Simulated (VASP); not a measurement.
A run of VASP 6.6.1:

File INCAR:

```
PREC = Accurate
ENCUT = 910
EDIFF = 1E-6
ISMEAR = 0
SIGMA = 0.1
LREAL = False
LASPH = True
NELM = 120
ALGO = Normal
ISIF = 2
LWAVE = False
LCHARG = False
GGA = PE
NBANDS = 28
GGA_COMPAT = False
```

The input KPOINTS:

```
regular mesh
0
Gamma
  6 4 4
```

File POSCAR:

```
SnO
1.0
    3.8157810850      0.0000000000      0.0000000000
    0.0000000000      3.9226707916      0.0000000000
    0.0000000000      0.0000000000      5.0199304568
Sn O
2 2
Direct
    0.5000000000      0.0000000000      0.7693793882
    0.0000000000      0.5000000000      0.2306206118
    0.0000000000      0.0000000000      0.0044599657
    0.5000000000      0.5000000000      0.9955400343
```

Potentials or basis: VASP PAW PBE potentials, release 64 (Sn_d, O_h).

The run is started by

```sh
$ cat potpaw_PBE.64/Sn_d/POTCAR potpaw_PBE.64/O_h/POTCAR > POTCAR
$ mpirun -np 1 vasp_std > vasp.out
```

Hardware: 1 thread of Intel(R) Xeon(R) Platinum 8488C (Sapphire Rapids), on a shared host.

Estimate the wall time of this run.

Run time: 2.6 min on 1 thread of Intel(R) Xeon(R) Platinum 8488C (Sapphire Rapids) (shared host), peak memory 0.34 GiB. Counts: scf iterations 15, k points 36.
